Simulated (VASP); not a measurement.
# Ta2C3: single point with PBE

Crystal: Ta2C3.

```
Ta C
1.0
     3.17707   -0.00081    0.00102
    -1.58791    2.80688    0.19110
    -0.00200    0.46486    6.07260
Ta C
2 3
Cartesian
  0.0000 1.7825 1.3388
  1.5871 1.4885 4.9259
  -1.5879 2.8069 0.1911
  -0.0006 2.5261 3.6821
  1.5877 0.7448 2.5826
```

```
Program             : VASP 6.6.1
Task                : single point
Functional          : PBE
Potentials or basis : VASP PAW PBE potentials, release 64 (Ta_pv, C)
Cutoff              : 520 eV
k mesh              : 12 × 12 × 4
Occupations         : gaussian, width 0.1 eV
Spin                : no spin polarisation
```

The pressure is 0.6 GPa and the largest force is 0.056 eV/Å. The band gap on the k mesh is zero (bands 17 and 18 overlap by 1.96 eV).

Forces in eV/Å, atoms in the order of the input:
```
Ta   0.000 -0.018 -0.012
Ta   0.000  0.018  0.012
C    0.000  0.000  0.000
C    0.000 -0.049  0.027
C    0.000  0.049 -0.027
```

Stress tensor (GPa, compression positive):
```
 0.51  0.00  0.00
 0.00  0.64 -0.08
 0.00 -0.08  0.65
```

Levels at points of the mesh, in eV from the Fermi level:
```tsv
k point	band 14	band 15	band 16	band 17	band 18	band 19	band 20	band 21
(0.00, 0.00, 0.00)	-3.10	-2.01	-1.58	-1.50	-0.64	-0.61	1.33	1.80
(0.50, 0.00, 0.00)	-4.23	-3.92	-2.29	-1.38	1.11	2.61	3.36	3.39
(0.50, 0.50, 0.00)	-4.23	-3.92	-2.29	-1.38	1.11	2.61	3.36	3.39
(0.00, 0.50, 0.00)	-4.42	-2.85	-2.35	0.26	1.29	1.77	2.70	3.36
(0.00, 0.00, 0.50)	-3.44	-2.93	-0.93	-0.13	-0.05	0.13	1.12	1.93
(0.50, 0.00, 0.50)	-4.10	-3.55	-2.74	-1.66	2.21	2.65	2.74	3.42
(0.50, 0.50, 0.50)	-4.10	-3.56	-2.74	-1.66	2.22	2.65	2.74	3.42
(0.00, 0.50, 0.50)	-4.36	-3.35	-3.10	0.76	1.82	2.61	2.77	3.01
```

Wall time 7.1 min on 1 thread of Intel Xeon 8259CL (shared host), peak memory 0.43 GiB.

Caveat: spin-orbit coupling is left out, which moves the levels of the heavy elements.
